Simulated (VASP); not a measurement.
Runs of VASP 6.6.1 on HfB. The structure is that of space group Fm-3m (No. 225), or close to it. The cells are those of the table. 

```tsv
task	level	cell	cutoff (eV)	gap on the mesh (eV)	pressure (GPa)	relaxed volume (Å³/atom)
relaxation of cell and atoms	PBE	relaxed from a = 3.267 Å, angles 60.0°, 2 atoms	600	none	-0.2	14.17
single point	PBE+D3(BJ)	a = 3.393 Å, angles 60.0°, 2 atoms	520	none	0.2	-
single point	revPBE+D3(BJ)	a = 3.385 Å, angles 60.0°, 2 atoms	520	none	0.1	-
relaxation of cell and atoms	PBE+D3(BJ)	relaxed from a = 3.267 Å, angles 60.0°, 2 atoms	600	none	-0.1	(a)
relaxation of cell and atoms	revPBE+D3(BJ)	relaxed from a = 3.267 Å, angles 60.0°, 2 atoms	600	none	-0.1	13.73
single point	PBE	a = 3.420 Å, angles 60.0°, 2 atoms	520	none	0.1	-
```

Alike in all rows: potentials or basis VASP PAW PBE potentials, release 64 (Hf_pv, B); no spin polarisation; k mesh 5 × 5 × 5; smearing methfessel-paxton 0.1 eV.

Problem. Estimate the missing entries.

Solution. (a) 13.83.

Caveats: all runs use coarse meshes; spin-orbit coupling is left out, which moves the levels of the heavy elements; pairwise dispersion overbinds metals, which lowers pressure and volume (some runs); the PAW data sets were made with another functional, which shifts forces and pressure a little (some runs); the volume moved by +15 % from the deposited cell, more than functionals usually miss (some runs); the volume moved by +12 % from the deposited cell, more than functionals usually miss (some runs); the volume moved by +11 % from the deposited cell, more than functionals usually miss (some runs).

A k mesh can miss the band edges, and the runs leave out spin-orbit coupling on Hf.

A gap of «none» marks levels without a gap at the run's occupations.
